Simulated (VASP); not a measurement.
Wanted: the native input for a VASP 6.6.1 run.

```
Task                   : single point
Functional             : PBE
Potentials or basis    : VASP PAW PBE potentials, release 64 (Sc_sv, Ga_d, S)
Cutoff                 : 520 eV
k mesh                 : 12 × 12 × 8
Occupations            : gaussian, width 0.1 eV
Spin                   : no spin polarisation
Dipole correction      : no
Further INCAR settings : ALGO = Fast; EDIFF = 1e-06; NBANDS = 28
```

The structure of Sc2GaS lies in POSCAR:

```
Sc2GaS
1.0
    3.5811079741      0.0000000000      0.0000000000
    0.0000000000      3.5811079741      0.0000000000
    0.0000000000      0.0000000000      7.6996623939
Sc Ga S
2 1 1
Direct
    0.5000000000      0.0000000000      0.2270761351
    0.0000000000      0.5000000000      0.7729238649
    0.0000000000      0.0000000000      0.5000000000
    0.5000000000      0.5000000000      0.0000000000
```

The cell was generated, and may not be a known phase.

The input as run:

INCAR

```
PREC = Accurate
ENCUT = 520
EDIFF = 1E-6
ISMEAR = 0
SIGMA = 0.1
LREAL = F
LASPH = T
NELM = 80
ALGO = Fast
ISIF = 2
LWAVE = F
LCHARG = F
GGA = PE
NBANDS = 28
```

KPOINTS

```
Automatic mesh
0
Gamma
  12 12 8
```

Potentials or basis: VASP PAW PBE potentials, release 64 (Sc_sv, Ga_d, S).

Run with:

```console
$ cat potpaw_PBE.64/Sc_sv/POTCAR potpaw_PBE.64/Ga_d/POTCAR potpaw_PBE.64/S/POTCAR > POTCAR
$ mpirun -np 1 vasp_std > vasp.out
```

Results of the run:

- Pressure: 0.1 GPa
- Largest force: 0.019 eV/Å
- Band gap on the k mesh: zero (an odd number of electrons rules out a gap without spin polarisation)

It took 8 min on 1 thread of Oxide Virtual Turin-like Processor, on a shared host, peak memory 0.45 GiB.
